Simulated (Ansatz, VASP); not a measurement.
**Two plane-wave programs on Bi**

Contents of INCAR:

```
SYSTEM = Bi
PREC = Accurate
ENCUT = 520
EDIFF = 1E-6
ISMEAR = -1
SIGMA = 0.1
LREAL = .False.
LASPH = .True.
NELM = 80
ALGO = Normal
ISIF = 2
LWAVE = .False.
LCHARG = .False.
GGA = RE
NBANDS = 22
```

File KPOINTS:

```
Automatic mesh
0
Gamma
  9 9 9
  0 0 0
```

POSCAR

```
Bi
1.0
    0.0000000000      3.5768036389      3.5768036389
    3.5768036389      0.0000000000      3.5768036389
    3.5768036389      3.5768036389      0.0000000000
Bi
2
Direct
    0.1250000000      0.1250000000      0.1250000000
    0.8750000000      0.8750000000      0.8750000000
```

Input for Ansatz:

```yaml
crystal:
  lattice:
    - [0.0, 3.5768036389, 3.5768036389]
    - [3.5768036389, 0.0, 3.5768036389]
    - [3.5768036389, 3.5768036389, 0.0]
  atoms:
    - { symbol: Bi, position: [0.125, 0.125, 0.125] }
    - { symbol: Bi, position: [0.875, 0.875, 0.875] }
hamiltonian:
  xc: revpbe
  pseudopotentials:
    kind: paw
    azcp:
      Bi: "pseudopotentials/Bi.paw.azcp"
basis:
  ecutwfc: 420
  fft_grid_basis: typed
kpoints:
  mp_grid: { grid: [9, 9, 9], shift: [0, 0, 0] }
magnetization:
  spin_polarized: false
scf:
  occupations: { method: fermi_dirac, width: 0.1 }
  lower_state_search: "off"
output:
  stress: true
```

Alike in both runs: task single point; functional revPBE; k mesh 9 × 9 × 9; occupations fermi-dirac, width 0.1 eV; no spin polarisation.

```csv
,VASP,Ansatz
version,VASP 6.6.1,Ansatz 0.2.0
potentials or method,"VASP PAW PBE potentials, release 64 (Bi_d), cutoff 520 eV","plane waves (420 eV) with PAW, scalar-relativistic"
valence electrons in the cell,30,30
```

|  | VASP | Ansatz | Ansatz less VASP |
| --- | --- | --- | --- |
| pressure (GPa) | 2.6 | 2.6 | +0.06 |

VASP's potentials were made for PBE, not for revPBE.

Neither program's run includes spin-orbit coupling.
